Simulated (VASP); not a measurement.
# Al3Cu in VASP: notebook

The runs below take Al3Cu through single point, with PBEsol.

Program: VASP 6.6.1. These are calculated values, not measurements. Logs are shortened: lines on timing, memory, paths and dates and some standing lists are left out, and cuts for length are marked.

### 1 The cell of the first run

It takes space group P-4m2 (No. 115, tetragonal). Conventional cell: a = 3.822 Å, b = 3.822 Å, c = 4.058 Å, α = 90.00°, β = 90.00°, γ = 90.00°. Within 3.6 Å of Al (site symmetry 2mm) lie 8 Al at 2.71 to 2.85 Å and 4 Cu at 2.72 to 2.85 Å. Within 3.6 Å of Al (site symmetry -4m2) lie 4 Cu at 2.70 Å and 8 Al at 2.72 to 2.85 Å. Within 3.6 Å of Cu (site symmetry -4m2) lie 12 Al at 2.70 to 2.85 Å.

### 2 Single point, PBEsol (strained and its atoms moved)

Input file INCAR:

```
SYSTEM = Al3Cu
PREC = Accurate
ENCUT = 520
EDIFF = 1E-6
ISMEAR = 0
SIGMA = 0.1
LREAL = .FALSE.
LASPH = .TRUE.
NELM = 60
ALGO = Normal
ISIF = 2
LWAVE = .FALSE.
LCHARG = .FALSE.
GGA = PS
NBANDS = 18
```

Input file KPOINTS:

```
Automatic mesh
0
G
  10 10 10
  0 0 0
```

Input file POSCAR:

```
Al3Cu
1.0
    3.8222800400      0.0000000000      0.0000000000
    0.0000000000      3.8222800400      0.0000000000
    0.0000000000      0.0000000000      4.0577291000
Al Cu
3 1
Direct
    0.0000000000      0.5000000000      0.4783767715
    0.5000000000      0.0000000000      0.5216232285
    0.5000000000      0.5000000000      0.0000000000
    0.0000000000      0.0000000000      0.0000000000
```

Potentials or basis: VASP PAW PBE potentials, release 64 (Al, Cu).

Run with:

```bash
$ cat potpaw_PBE.64/Al/POTCAR potpaw_PBE.64/Cu/POTCAR > POTCAR
$ mpirun -np 1 vasp_std > vasp.out
```

OUTCAR:

```text
SYSTEM = Al3Cu
   PREC = Accurate
   ENCUT = 520
   EDIFF = 1E-6
   ISMEAR = 0
   LREAL = .FALSE.
   LASPH = .TRUE.
   NELM = 60
   ISIF = 2
   GGA = PS

 ion  position               nearest neighbor table
   1  0.000  0.500  0.478-   2 2.71   2 2.71   2 2.71   2 2.71   4 2.72   4 2.72   3 2.72   3 2.72
                             3 2.85   4 2.85   4 2.85   3 2.85
   2  0.500  0.000  0.522-   1 2.71   1 2.71   1 2.71   1 2.71   3 2.72   4 2.72   4 2.72   3 2.72
                             3 2.85   4 2.85   4 2.85   3 2.85
   3  0.500  0.500  0.000-   4 2.70   4 2.70   4 2.70   4 2.70   2 2.72   1 2.72   1 2.72   2 2.72
                             2 2.85   2 2.85   1 2.85   1 2.85
   4  0.000  0.000  0.000-   3 2.70   3 2.70   3 2.70   3 2.70   2 2.72   2 2.72   1 2.72   1 2.72
                             2 2.85   2 2.85   1 2.85   1 2.85

  LATTYP: Found a simple tetragonal cell.
 ALAT       =     3.8222800400
 C/A-ratio  =     1.0615991130

  Lattice vectors:

 A1 = (   3.8222800400,   0.0000000000,   0.0000000000)
 A2 = (   0.0000000000,   3.8222800400,   0.0000000000)
 A3 = (   0.0000000000,   0.0000000000,   4.0577291000)

Analysis of symmetry for initial positions (statically):
=====================================================================
 Subroutine PRICEL returns:
 Original cell was already a primitive cell.

 Routine SETGRP: Setting up the symmetry group for a
 simple tetragonal supercell.

 Subroutine GETGRP returns: Found  8 space group operations
 (whereof  8 operations were pure point group operations)
 out of a pool of 16 trial point group operations.

The static configuration has the point symmetry D_2d.

Analysis of symmetry for dynamics (positions and initial velocities):
=====================================================================
 Subroutine PRICEL returns:
 Original cell was already a primitive cell.

 Routine SETGRP: Setting up the symmetry group for a
 simple tetragonal supercell.

 Subroutine GETGRP returns: Found  8 space group operations
 (whereof  8 operations were pure point group operations)
 out of a pool of 16 trial point group operations.

The dynamic configuration has the point symmetry D_2d.

 Subroutine INISYM returns: Found  8 space group operations
 (whereof  8 operations are pure point group operations),
 and found     1 'primitive' translations

----------------------------------------------------------------------------------------

                                     Primitive cell

  volume of cell :      59.2827

  direct lattice vectors                    reciprocal lattice vectors
     3.822280040  0.000000000  0.000000000     0.261623949  0.000000000  0.000000000
     0.000000000  3.822280040  0.000000000     0.000000000  0.261623949  0.000000000
     0.000000000  0.000000000  4.057729100     0.000000000  0.000000000  0.246443263

  length of vectors
     3.822280040  3.822280040  4.057729100     0.261623949  0.261623949  0.246443263

  position of ions in fractional coordinates (direct lattice)
     0.000000000  0.500000000  0.478376772
     0.500000000  0.000000000  0.521623228
     0.500000000  0.500000000  0.000000000
     0.000000000  0.000000000  0.000000000

  ion indices of the primitive-cell ions
   primitive index   ion index
                 1           1
                 2           2
                 3           3
                 4           4

----------------------------------------------------------------------------------------

 KPOINTS: Automatic mesh

Automatic generation of k-mesh.
 Grid dimensions read from file:
 generate k-points for:   10   10   10

 Generating k-lattice:

  Cartesian coordinates                     Fractional coordinates (reciprocal lattice)
     0.026162395  0.000000000  0.000000000     0.100000000  0.000000000  0.000000000
     0.000000000  0.026162395  0.000000000     0.000000000  0.100000000  0.000000000
     0.000000000  0.000000000  0.024644326     0.000000000  0.000000000  0.100000000

  Length of vectors
     0.026162395  0.026162395  0.024644326

  Shift w.r.t. Gamma in fractional coordinates (k-lattice)
     0.000000000  0.000000000  0.000000000

 Subroutine IBZKPT returns following result:
 ===========================================

 Found    126 irreducible k-points:

 Following reciprocal coordinates:
            Coordinates               Weight
  0.000000  0.000000  0.000000      1.000000
  0.100000  0.000000  0.000000      4.000000
  0.200000  0.000000  0.000000      4.000000
  0.300000  0.000000  0.000000      4.000000
  0.400000  0.000000  0.000000      4.000000
  0.500000  0.000000  0.000000      2.000000
[... 16 lines left out ...]
  0.100000  0.000000  0.100000      8.000000
  0.200000  0.000000  0.100000      8.000000
 [... further k-points ...]
   k-points           NKPTS =    126   k-points in BZ     NKDIM =    126   number of bands    NBANDS=     18
   number of dos      NEDOS =    301   number of ions     NIONS =      4
   total plane-waves  NPLWV =  23520
   dimension x,y,z NGX =    28 NGY =   28 NGZ =   30
   dimension x,y,z NGXF=    56 NGYF=   56 NGZF=   60
   ions per type =               3   1
   NGX,Y,Z   is equivalent  to a cutoff of  12.18, 12.18, 12.29 a.u.
   NGXF,Y,Z  is equivalent  to a cutoff of  24.36, 24.36, 24.58 a.u.
 SYSTEM =  Al3Cu
   PREC   = accura    normal or accurate (medium, high low for compatibility)
   ISTART =      0    job   : 0-new  1-cont  2-samecut
   ICHARG =      2    charge: 1-file 2-atom 10-const
   ISPIN  =      1    spin polarized calculation?
   LNONCOLLINEAR =      F non collinear calculations
   LSORBIT =      F    spin-orbit coupling
   LASPH  =      T    aspherical Exc in radial PAW
   ENCUT  =  520.0 eV  38.22 Ry    6.18 a.u.   7.11  7.11  7.54*2*pi/ulx,y,z
   NELM   =     60;   NELMIN=  2; NELMDL= -5     # of ELM steps
   EDIFF  = 0.1E-05   stopping-criterion for ELM
   LREAL  =      F    real-space projection
   EDIFFG = 0.1E-04   stopping-criterion for IOM
   NSW    =      0    number of steps for IOM
   IBRION =     -1    ionic relax: 0-MD 1-quasi-New 2-CG
   NFREE  =      0    steps in history (QN), initial steepest desc. (CG)
   ISIF   =      2    stress and relaxation
   ISYM   =      2    0-nonsym 1-usesym 2-fastsym
   POTIM  = 0.5000    time-step for ionic-motion
   TEBEG  =    0.0;   TEEND  =   0.0 temperature during run
   PSTRESS=    0.0 pullay stress
   NELECT =      20.0000    total number of electrons
   NUPDOWN=      -1.0000    fix difference up-down
   EMIN   =  10.00;   EMAX   =-10.00  energy-range for DOS
   EFERMI =   0.00;   METHOD = LEGACY
   ISMEAR =     0;   SIGMA  =   0.10  broadening in eV -4-tet -1-fermi 0-gaus
   EFERMI_NEDOS =   21; number of points for ismear=-14 and -15
   IALGO  =     38    algorithm
   IMIX   =      4    mixing-type and parameters
     AMIX     =   0.40;   BMIX     =  1.00
     AMIX_MAG =   1.60;   BMIX_MAG =  1.00
  volume/ion in A,a.u.               =      14.82       100.01
  Fermi-wavevector in a.u.,A,eV,Ry     =   1.139660  2.153646 17.671600  1.298826
  Thomas-Fermi vector in A             =   2.276364
   LORBIT       =      0    0 simple, 1 ext, 2 COOP (PROOUT), +10 PAW based schemes
   GGA     = PS    functional components
   LHFCALC =     F    Hartree Fock is set to
   AEXX    =    0.0000 exact exchange contribution
   IVDW    =     0    specifies the selected vdW correction
   LEPSILON=     F    determine dielectric tensor
   LRPA    =     F    only Hartree local field effects (RPA)
 non-spin polarized calculation
 Gauss-broadening in eV      SIGMA  =   0.10
  energy-cutoff  :      520.00
  volume of cell :       59.28
 maximum number of plane-waves:      1632
   NGX = 15   NGY = 15   NGZ = 15

 number of electron      19.9999968 magnetization

 Free energy of the ion-electron system (eV)
  ---------------------------------------------------
  ext. energy  EPLUGINS =         0.00000000
  ---------------------------------------------------
  free energy    TOTEN  =       -16.63513403 eV

  energy without entropy =      -16.62599813  energy(sigma->0) =      -16.63056608

 E-fermi :   8.3204     XC(G=0): -10.9085

 val. band max:        8.3183406267   @ k =   0.4000   0.4000   0.2000
 cond. band min:       8.3263084254   @ k =   0.4000   0.1000   0.1000
 fundamental gap:      0.0079677987
 Fermi energy:         8.3204083066

 k-point     1 :       0.0000    0.0000    0.0000
  band No.  band energies     occupation
      1      -2.8875      2.00000
      2       3.9134      2.00000
      3       4.0730      2.00000
      4       4.7386      2.00000
      5       4.7471      2.00000
      6       4.7471      2.00000
[... 10 lines left out ...]
     17      15.1581      0.00000
     18      15.7973      0.00000

 k-point     2 :       0.1000    0.0000    0.0000
  band No.  band energies     occupation
      1      -2.7857      2.00000
      2       3.8624      2.00000
      3       4.0056      2.00000
      4       4.6445      2.00000
      5       4.6859      2.00000
      6       4.7509      2.00000
[... 10 lines left out ...]
     17      15.2566      0.00000
     18      15.2706      0.00000

 k-point     3 :       0.2000    0.0000    0.0000
  band No.  band energies     occupation
      1      -2.4814      2.00000
      2       3.1294      2.00000
      3       4.0465      2.00000
      4       4.4806      2.00000
      5       4.5728      2.00000
      6       4.7608      2.00000
[... 10 lines left out ...]
     17      15.1907      0.00000
     18      15.4393      0.00000

 k-point     4 :       0.3000    0.0000    0.0000
  band No.  band energies     occupation
      1      -1.9786      2.00000
      2       1.9155      2.00000
      3       4.1346      2.00000
      4       4.3512      2.00000
      5       4.4627      2.00000
      6       4.7731      2.00000
[... 10 lines left out ...]
     17      15.6284      0.00000
     18      15.7741      0.00000

 k-point     5 :       0.4000    0.0000    0.0000
  band No.  band energies     occupation
      1      -1.2889      2.00000
      2       0.7252      2.00000
      3       4.2078      2.00000
      4       4.2735      2.00000
      5       4.3884      2.00000
      6       4.7830      2.00000
[... 10 lines left out ...]
     17      16.4047      0.00000
     18      16.4564      0.00000

 k-point     6 :       0.5000    0.0000    0.0000
  band No.  band energies     occupation
      1      -0.6062      2.00000
      2      -0.1310      2.00000
      3       4.2363      2.00000
      4       4.2472      2.00000
      5       4.3625      2.00000
      6       4.7868      2.00000
[... 10 lines left out ...]
     17      17.0588      0.00000
     18      17.3717      0.00000

 k-point     7 :       0.1000    0.1000    0.0000
  band No.  band energies     occupation
      1      -2.6841      2.00000
      2       3.8893      2.00000
      3       3.8985      2.00000
      4       4.5948      2.00000
      5       4.6035      2.00000
      6       4.7223      2.00000
[... 10 lines left out ...]
     17      14.4285      0.00000
     18      16.5141      0.00000

 k-point     8 :       0.2000    0.1000    0.0000
  band No.  band energies     occupation
      1      -2.3804      2.00000
      2       3.1955      2.00000
      3       3.9723      2.00000
      4       4.4555      2.00000
      5       4.4888      2.00000
      6       4.7190      2.00000
[... 10 lines left out ...]
     17      14.6277      0.00000
     18      15.6892      0.00000
[... 229 lines left out ...]
     17      14.1607      0.00000
     18      17.6057      0.00000

 k-point    20 :       0.5000    0.4000    0.0000
  band No.  band energies     occupation
      1       0.7985      2.00000
      2       1.4481      2.00000
      3       2.6824      2.00000
      4       3.2589      2.00000
      5       4.4510      2.00000
      6       4.4987      2.00000
[... 10 lines left out ...]
     17      13.5709      0.00000
     18      18.0979      0.00000

 k-point    21 :       0.5000    0.5000    0.0000
  band No.  band energies     occupation
      1       1.2565      2.00000
      2       2.1282      2.00000
      3       2.1282      2.00000
      4       2.5011      2.00000
      5       4.4729      2.00000
      6       4.4729      2.00000
[... 10 lines left out ...]
     17      13.1322      0.00000
     18      19.7020      0.00000

 k-point    22 :       0.0000    0.0000    0.1000
  band No.  band energies     occupation
      1      -2.7974      2.00000
      2       3.5687      2.00000
      3       4.0975      2.00000
      4       4.7025      2.00000
      5       4.7025      2.00000
      6       4.7408      2.00000
[... 10 lines left out ...]
     17      15.8718      0.00000
     18      15.9659      0.00000

 k-point    23 :       0.1000    0.0000    0.1000
  band No.  band energies     occupation
      1      -2.6957      2.00000
      2       3.6029      2.00000
      3       3.9856      2.00000
      4       4.5558      2.00000
      5       4.6753      2.00000
      6       4.7252      2.00000
[... 10 lines left out ...]
     17      15.1589      0.00000
     18      15.9046      0.00000

 k-point    24 :       0.2000    0.0000    0.1000
  band No.  band energies     occupation
      1      -2.3920      2.00000
      2       3.1835      2.00000
      3       3.7878      2.00000
      4       4.4115      2.00000
      5       4.5751      2.00000
      6       4.7328      2.00000
[... 10 lines left out ...]
     17      14.7904      0.00000
     18      15.1584      0.00000

 [... further k-points ...]

------------------------ aborting loop because EDIFF is reached ----------------------------------------

  FORCE on cell =-STRESS in cart. coord.  units (eV):
  Direction    XX          YY          ZZ          XY          YZ          ZX
  --------------------------------------------------------------------------------------
  -------------------------------------------------------------------------------------
  Total        0.8248320      0.8248320     -1.5180581      0.0000000      0.0000000      0.0000000
  in kB       22.2919489     22.2919489    -41.0271097      0.0000000      0.0000000      0.0000000
  external PRESSURE =       1.1855960 kB  Pullay stress =       0.0000000 kB

 VOLUME and BASIS-vectors are now :
 -----------------------------------------------------------------------------
  energy-cutoff  :      520.00
  volume of cell :       59.28
      direct lattice vectors                 reciprocal lattice vectors
     3.822280040  0.000000000  0.000000000     0.261623949  0.000000000  0.000000000
     0.000000000  3.822280040  0.000000000     0.000000000  0.261623949  0.000000000
     0.000000000  0.000000000  4.057729100     0.000000000  0.000000000  0.246443263

 POSITION                                       TOTAL-FORCE (eV/Angst)
 -----------------------------------------------------------------------------------
      0.00000      1.91114      1.94112         0.000000      0.000000      0.318653
      1.91114      0.00000      2.11661         0.000000      0.000000     -0.318653
      1.91114      1.91114      0.00000         0.000000     -0.000000      0.000000
      0.00000      0.00000      0.00000        -0.000000     -0.000000      0.000000
 -----------------------------------------------------------------------------------
    total drift:                               -0.000000     -0.000000     -0.000000

  FREE ENERGIE OF THE ION-ELECTRON SYSTEM (eV)
  ---------------------------------------------------
  free  energy   TOTEN  =       -16.6351340318 eV

  energy  without entropy=      -16.6259981269  energy(sigma->0) =      -16.63056608
```

Run time: 2.6 min. Hardware: 1 thread of Intel Xeon 8259CL, shared host; peak memory 0.25 GiB.

What came out:

- Free energy: -16.6351 eV
- Pressure: 0.1 GPa
- Largest force: 0.319 eV/Å
- Band gap on the k mesh: zero (bands 10 and 11 overlap by 3.53 eV)

Forces in eV/Å, atoms in the order of the input:
```
Al   0.000  0.000  0.319
Al   0.000  0.000 -0.319
Al   0.000  0.000  0.000
Cu   0.000  0.000  0.000
```

Stress tensor (GPa, compression positive):
```
 2.23  0.00  0.00
 0.00  2.23  0.00
 0.00  0.00 -4.10
```

Levels at points of the mesh, in eV from the Fermi level:
```tsv
k point	band 8	band 9	band 10	band 11	band 12	band 13
(0.00, 0.00, 0.00)	-2.05	-2.05	-0.81	0.41	0.94	6.28
(0.50, 0.00, 0.00)	-0.22	-0.04	0.43	0.67	0.74	1.92
(0.50, 0.50, 0.00)	-3.24	-3.06	0.98	2.59	2.59	2.90
(0.00, 0.00, 0.50)	0.39	0.39	0.49	0.49	0.93	2.28
(0.50, 0.00, 0.50)	-3.29	-3.04	1.61	3.06	3.35	3.61
(0.50, 0.50, 0.50)	-3.40	-3.33	-2.43	-1.91	-1.91	-1.78
```

Caveat: the cell differs from its parent crystal (strained and its atoms moved); the stress differs along the axes, from -4 to 2 GPa; the PAW data sets were made with another functional, which shifts forces and pressure a little.

### 3 Single point, PBEsol

This run uses another cell than the first one: it holds 16 atoms, not 4.

Input file INCAR:

```
SYSTEM = Al3Cu
  ALGO = Fast
  EDIFF = 1E-6
  ENCUT = 520
  GGA = PS
  ISIF = 2
  ISMEAR = 0
  LASPH = .True.
  LCHARG = .False.
  LREAL = Auto
  LWAVE = .False.
  NBANDS = 54
  NELM = 60
  PREC = Accurate
  SIGMA = 0.15
```

Input file KPOINTS:

```
k-points
0
Gamma
  12 9 5
  0 0 0
```

Input file POSCAR:

```
Al3Cu
1.0
    0.0000000000      0.0000000000     -3.8923537760
   -3.8923537760      3.8923537760      0.0000000000
    7.7847075520      7.7847075520      0.0000000000
Al Cu
12 4
Direct
    0.5000000000      0.7500000000      0.3750000000
    0.5000000000      0.2500000000      0.6250000000
    0.5000000000      0.7500000000      0.8750000000
    0.5000000000      0.2500000000      0.1250000000
    0.5000000000      0.7500000000      0.1250000000
    0.5000000000      0.2500000000      0.3750000000
    0.5000000000      0.7500000000      0.6250000000
    0.5000000000      0.2500000000      0.8750000000
    1.0000000000      0.0000000000      0.2500000000
    1.0000000000      0.5000000000      0.5000000000
    1.0000000000      0.0000000000      0.7500000000
    1.0000000000      0.5000000000      0.0000000000
    0.0000000000      0.5000000000      0.2500000000
    0.0000000000      0.0000000000      0.5000000000
    0.0000000000      0.5000000000      0.7500000000
    0.0000000000      0.0000000000      0.0000000000
```

Potentials or basis: VASP PAW PBE potentials, release 64 (Al, Cu).

Run with:

```bash
$ cat potpaw_PBE.64/Al/POTCAR potpaw_PBE.64/Cu/POTCAR > POTCAR
$ mpirun -np 1 vasp_std > vasp.out
```

It took 19 min on 1 thread of Intel Xeon 6975P-C (Granite Rapids), shared host; peak memory 0.85 GiB.

It converged, with:

```yaml
Free_energy: -66.8980 eV
Pressure: 0.4 GPa
Band_gap_on_the_k_mesh: zero (bands 40 and 41 overlap by 2.59 eV)
```

Levels at points of the mesh, in eV from the Fermi level:
```csv
k point,band 37,band 38,band 39,band 40,band 41,band 42,band 43,band 44
"(0.00, 0.00, 0.00)",-0.59,-0.09,-0.09,0.52,0.52,1.11,1.11,1.34
"(0.50, 0.00, 0.00)",-1.89,-1.89,-1.64,-1.64,-1.45,-1.45,0.25,0.25
```

Caveat: the PAW data sets were made with another functional, which shifts forces and pressure a little.
